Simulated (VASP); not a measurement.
Here is a VASP 6.6.1 calculation.

The input INCAR:

```
ALGO     = Normal         # electronic algorithm
EDIFF    = 1E-6           # SCF threshold, eV
ENCUT    = 520            # plane-wave cutoff, eV
GGA      = PE             # functional
ISIF     = 2              # what is computed and relaxed
ISMEAR   = 0              # smearing method
LASPH    = T              # aspherical terms in the spheres
LCHARG   = T              # write CHGCAR
LELF     = T              # ELF
LREAL    = F              # projectors in reciprocal space
LVHAR    = T            
LWAVE    = F              # write WAVECAR
NBANDS   = 21             # bands
NELM     = 60             # most SCF steps
PREC     = Accurate       # precision mode
SIGMA    = 0.1            # smearing width, eV
```

KPOINTS

```
k-points
0
Gamma
  6 6 4
```

POSCAR

```
BeZnSe2
1.0
    4.7753662200      0.0000000000      0.0000000000
   -2.3876831100      4.1355884600      0.0000000000
    0.0000000000      0.0000000000      4.4403116600
Be Zn Se
1 1 2
Direct
    0.0000000000      0.0000000000      0.5000000000
    0.0000000000      0.0000000000      0.0000000000
    0.3333333300      0.6666666700      0.0000000000
    0.6666666700      0.3333333300      0.0000000000
```

Potentials or basis: VASP PAW PBE potentials, release 64 (Be, Zn, Se).

Launch:

```bash
$ cat potpaw_PBE.64/Be/POTCAR potpaw_PBE.64/Zn/POTCAR potpaw_PBE.64/Se/POTCAR > POTCAR
$ mpirun -np 1 vasp_std > vasp.out
```

Task: What does it give for the pressure?

Result: 2.8 GPa.

Task: Estimate the band gap on the k mesh.

Result: Zero (bands 13 and 14 overlap by 0.83 eV).

Stress tensor (GPa, compression positive):
```
3.64 0.00 0.00
0.00 3.64 0.00
0.00 0.00 1.18
```
